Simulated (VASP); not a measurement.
Write the native input for VASP 6.6.1 that does the following.

```
Task                   : single point
Functional             : PBE
Potentials or basis    : VASP PAW PBE potentials, release 64 (Ag, Rh_pv)
Cutoff                 : 520 eV
k mesh                 : 14 × 14 × 7
Occupations            : fermi-dirac, width 0.05 eV
Spin                   : no spin polarisation
Dipole correction      : no
Further INCAR settings : ALGO = Normal; EDIFF = 1e-06; NBANDS = 20
```

The structure of AgRh lies in POSCAR:

```
AgRh
1.0
    2.8672490676      0.0000000000      0.0000000000
   -1.4336245338      2.4831105315      0.0000000000
    0.0000000000      0.0000000000      4.9638242277
Ag Rh
1 1
Direct
    0.0000000000      0.0000000000      0.5000000000
    0.6666666667      0.3333333333      0.0000000000
```

This cell differs from its parent crystal: volume scaled by 1.1.

These files were run (other wordings do the same):

INCAR

```
ALGO = Normal ; EDIFF = 1E-6
ENCUT = 520 ; GGA = PE
ISIF = 2 ; ISMEAR = -1
LASPH = True ; LCHARG = True
LELF = True ; LREAL = False
LVHAR = True ; LWAVE = False
NBANDS = 20 ; NELM = 80
PREC = Accurate ; SIGMA = 0.05
```

KPOINTS

```
k-points
0
Gamma
  14 14 7
```

Potentials or basis: VASP PAW PBE potentials, release 64 (Ag, Rh_pv).

Run with:

```sh
$ cat potpaw_PBE.64/Ag/POTCAR potpaw_PBE.64/Rh_pv/POTCAR > POTCAR
$ mpirun -np 1 vasp_std > vasp.out
```

Results of the run:

```yaml
Pressure: -12.9 GPa
Band_gap_on_the_k_mesh: zero (band 13 reaches 8.43 eV, above the bottom of band 14 at 7.32 eV)
```

It took 23 s on 1 thread of Intel(R) Xeon(R) 6975P-C (Granite Rapids) (shared host), peak memory 0.21 GiB.
